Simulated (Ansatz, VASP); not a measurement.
# ZnAu in VASP and in Ansatz

```
CELL_PARAMETERS angstrom
2.67495 0.00000 0.00000
0.00000 2.67495 0.00000
0.00000 0.00000 3.14700
ATOMIC_POSITIONS crystal
Zn 0.50000 0.50000 0.50000
Au 0.00000 0.00000 0.00000
```

Change from the starting cell: strain -0.1500 x Voigt [1, 1, 0, 0, 0, 0], atoms carried along.

Alike in both runs: task single point; functional PBE; k mesh 16 × 16 × 16; occupations gaussian, width 0.15 eV; no spin polarisation.

|  | VASP | Ansatz |
| --- | --- | --- |
| version | VASP 6.6.1 | Ansatz 0.2.0 |
| potentials or method | VASP PAW PBE potentials, release 64 (Zn, Au), cutoff 520 eV | scalar-relativistic, plane waves, PAW |
| valence electrons in the cell | 23 | 31 |

Ansatz gave:

- gap on the k mesh at the Fermi level (eV): none
- pressure (GPa): 113.7
- traceless stress, the component that is largest in VASP (GPa): -3.81

Task: What did VASP give for the same quantities?

Result: gap on the k mesh at the Fermi level (eV): none; pressure (GPa): 114.9; traceless stress, the component that is largest in VASP (GPa): -3.61.

A gap of «none» marks a metal or a gap that the smearing closes. Both programs put the cell under a high pressure, so it lies far from rest at this level. VASP's potentials hold 23 valence electrons a cell and Ansatz's 31, so a difference there can come from the potentials and not from the codes.

Neither program's run includes spin-orbit coupling. Noted on VASP's run: the cell as given lies far from equilibrium.
